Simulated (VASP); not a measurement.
BIr3Br, 5 atoms in the cell. Symmetry: Pm-3m, No. 221, cubic system. The conventional cell has a = 4.148 Å, b = 4.148 Å, c = 4.148 Å, α = 90.00°, β = 90.00°, γ = 90.00°. B (site symmetry m-3m) has 6 Ir at 2.07 Å within 2.7 Å. Within 2.7 Å of Ir (site symmetry 4/mmm) lie 2 B at 2.07 Å. Br (site symmetry m-3m) has 12 Ir at 2.93 Å and 8 B at 3.59 Å within 3.9 Å. 

```yaml
Program: VASP 6.6.1
Task: single point
Functional: PBEsol
Potentials_or_basis: VASP PAW PBE potentials, release 64 (B, Ir, Br)
Cutoff: 520 eV
k_mesh: 4 × 4 × 4
Occupations: gaussian, width 0.1175 eV
Spin: no spin polarisation
Hubbard_terms: Ir d U = 4.0 eV
Dipole_correction: no
Further_INCAR_settings: ALGO = Normal; EDIFF = 1e-07; NBANDS = 26
```

Potentials or basis: VASP PAW PBE potentials, release 64 (B, Ir, Br).

Command:

```bash
$ cat potpaw_PBE.64/B/POTCAR potpaw_PBE.64/Ir/POTCAR potpaw_PBE.64/Br/POTCAR > POTCAR
$ mpirun -np 1 vasp_std > vasp.out
```

Hardware: 1 thread of Intel(R) Xeon(R) Platinum 8259CL CPU @ 2.50GHz (Skylake/Cascade Lake) (shared host).

Task: How long does it take, and how much memory?

Result: Wall time 22 s on 1 thread of Intel(R) Xeon(R) Platinum 8259CL CPU @ 2.50GHz (Skylake/Cascade Lake), with other jobs on the host, peak memory 0.18 GiB. Counts: scf iterations 19, k points 10.
